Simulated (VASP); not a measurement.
## Yb: single point with PBEsol

Yb:

```
Yb
1.0
     0.00000    2.46521    2.46521
     2.46521    0.00000    2.46521
     2.46521    2.46521    0.00000
Yb
1
Direct
  0.00000 0.00000 0.00000
```

- Program: VASP 6.6.1
- Task: single point
- Functional: PBEsol
- Potentials or basis: VASP PAW PBE potentials, release 64 (Yb)
- Cutoff: 520 eV
- k mesh: 18 × 18 × 18
- Occupations: fermi-dirac, width 0.05 eV
- Spin: collinear spin, ferromagnetic start
- Starting moments: [1.0] μB

* Pressure: 1.6 GPa
* Band gap on the k mesh: zero (filled and empty bands overlap)
* Net moment: 0.00 μB per cell
* Valence electrons inside the program's atomic spheres: Yb 22.18

Levels at points of the mesh, in eV from the Fermi level:
Spin up:
```tsv
k point	band 10	band 11	band 12	band 13	band 14	band 15
(0.00, 0.00, 0.00)	-0.30	-0.30	-0.30	3.03	3.03	3.03
(0.50, 0.00, 0.00)	-0.32	-0.32	-0.29	0.91	2.77	2.77
(0.50, 0.50, 0.00)	-0.36	-0.34	-0.34	-0.21	2.52	7.53
```
Spin down:
```
           k point  band 10  band 11  band 12  band 13  band 14  band 15
(0.00, 0.00, 0.00)    -0.30    -0.30    -0.30     3.03     3.03     3.03
(0.50, 0.00, 0.00)    -0.32    -0.32    -0.29     0.91     2.77     2.77
(0.50, 0.50, 0.00)    -0.36    -0.34    -0.34    -0.21     2.52     7.53
```

Wall time 4.8 min on 1 thread of Intel(R) Xeon(R) Platinum 8488C (Sapphire Rapids), with other jobs on the host, peak memory 0.35 GiB.

Caveat: the PAW data sets were made with another functional, which shifts forces and pressure a little; spin-orbit coupling is left out, which moves the levels of the heavy elements. The state reached can hang on the start; a lower one may exist.
